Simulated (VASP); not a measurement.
# Ge: single point with r2SCAN

Crystal: Ge.

```xyz
2
Lattice="0.0000 2.8217 2.8288 2.8358 0.0000 2.8288 2.8358 2.8217 0.0000" Properties=species:S:1:pos:R:3 pbc="T T T"
Ge    2.8358    2.8217    2.8288
Ge    4.2538    4.2325    4.2432
```

This cell differs from its parent crystal: strain +0.0025 x Voigt [1, -1, 0, 0, 0, 0].

* Program: VASP 6.6.1
* Task: single point
* Functional: r2SCAN
* Potentials or basis: VASP PAW PBE potentials, release 64 (Ge_d)
* Cutoff: 520 eV
* k mesh: 10 × 10 × 10
* Occupations: gaussian, width 0.05 eV
* Spin: no spin polarisation
* Dipole correction: no
* Further INCAR settings: ALGO = Normal; EDIFF = 1e-06; NBANDS = 21

```yaml
Pressure: 0.7 GPa
Band_gap_on_the_k_mesh: 0.38 eV, direct
```

Stress tensor (GPa, compression positive):
```
0.50 0.00 0.00
0.00 0.92 0.00
0.00 0.00 0.71
```

Levels at points of the mesh, in eV from the valence-band top:
| k point | band 12 | band 13 | band 14 | band 15 | band 16 | band 17 |
| --- | --- | --- | --- | --- | --- | --- |
| (0.00, 0.00, 0.00) | -0.04 | -0.02 | 0.00 | 0.38 | 2.68 | 2.69 |
| (0.50, 0.00, 0.00) | -7.89 | -1.53 | -1.48 | 0.42 | 3.96 | 3.99 |
| (0.50, 0.50, 0.00) | -9.24 | -3.25 | -3.25 | 0.95 | 0.95 | 10.08 |
| (0.50, 0.00, 0.50) | -9.23 | -3.27 | -3.27 | 0.93 | 0.93 | 10.09 |
| (0.00, 0.50, 0.50) | -9.25 | -3.23 | -3.23 | 0.97 | 0.97 | 10.08 |

Run time: 5.6 min on 1 thread of Intel(R) Xeon(R) Platinum 8559C (Emerald Rapids), on a shared host, peak memory 0.26 GiB.

Caveat: the cell differs from its parent crystal (strain +0.0025 x Voigt [1, -1, 0, 0, 0, 0]); the PAW data sets were made with another functional, which shifts forces and pressure a little. A k mesh can miss the band edges.
